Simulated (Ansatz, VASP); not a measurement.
## Al3Cu in VASP and in Ansatz

```
Al Cu
1.0
     2.77378    0.00000    0.00000
     0.00000    2.77378    0.00000
     0.00000    0.00000    7.36411
Al Cu
3 1
Direct
  0.00000 0.00000 0.50000
  0.50000 0.50000 0.22264
  0.50000 0.50000 0.77736
  0.00000 0.00000 0.00000
```

Change from the starting cell: strain +0.000 along x and y, -0.030 along z, atoms carried along.

Alike in both runs: task single point; functional r2SCAN; k mesh 18 × 18 × 6; occupations gaussian, width 0.15 eV; no spin polarisation.

```csv
,VASP,Ansatz
version,VASP 6.6.1,Ansatz 0.2.0
potentials or method,"VASP PAW PBE potentials, release 64 (Al, Cu), cutoff 520 eV","scalar-relativistic, plane waves, PAW"
valence electrons in the cell,20,28
```

Ansatz gave:

```
gap on the k mesh at the Fermi level (eV)                     : none
pressure (GPa)                                                : 3.5
traceless stress, the component that is largest in VASP (GPa) : 2.72
rms of the force components (eV/Å)                            : 0.029
```

Q: What did VASP give for the same quantities?

A: gap on the k mesh at the Fermi level (eV): none; pressure (GPa): 3.3; traceless stress, the component that is largest in VASP (GPa): 2.72; rms of the force components (eV/Å): 0.036.

VASP's potentials were made for PBE, not for r2SCAN. Atom by atom the forces differ by 0.007 eV/Å (rms over components). A gap of «none» marks a metal or a gap that the smearing closes. VASP's potentials hold 20 valence electrons a cell and Ansatz's 28, so a difference there can come from the potentials and not from the codes.
